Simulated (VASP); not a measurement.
PbSe, 2 atoms in the cell. Symmetry: Pm-3m, No. 221, cubic system. The conventional cell has a = 3.784 Å, b = 3.784 Å, c = 3.784 Å, α = 90.00°, β = 90.00°, γ = 90.00°. Pb (site symmetry m-3m) has 8 Se at 3.28 Å and 6 Pb at 3.78 Å within 4.3 Å. Within 4.3 Å of Se (site symmetry m-3m) lie 8 Pb at 3.28 Å and 6 Se at 3.78 Å. 

```yaml
Program: VASP 6.6.1
Task: single point
Functional: PBE
Potentials_or_basis: VASP PAW PBE potentials, release 64 (Pb_d, Se)
Cutoff: 500 eV
k_mesh: 7 × 7 × 7
Occupations: gaussian, width 0.012 eV
Spin: no spin polarisation
Dipole_correction: no
Further_INCAR_settings: ALGO = Normal; EDIFF = 1e-06; NBANDS = 17
```

Potentials or basis: VASP PAW PBE potentials, release 64 (Pb_d, Se).

Command:

```sh
$ cat potpaw_PBE.64/Pb_d/POTCAR potpaw_PBE.64/Se/POTCAR > POTCAR
$ mpirun -np 1 vasp_std > vasp.out
```

Hardware: 1 thread of Intel Xeon 8259CL, on a shared host.

Question: Estimate the wall time of this run.

Answer: Wall time 28 s on 1 thread of Intel Xeon 8259CL, on a shared host, peak memory 0.16 GiB. Counts: scf iterations 12, k points 20.
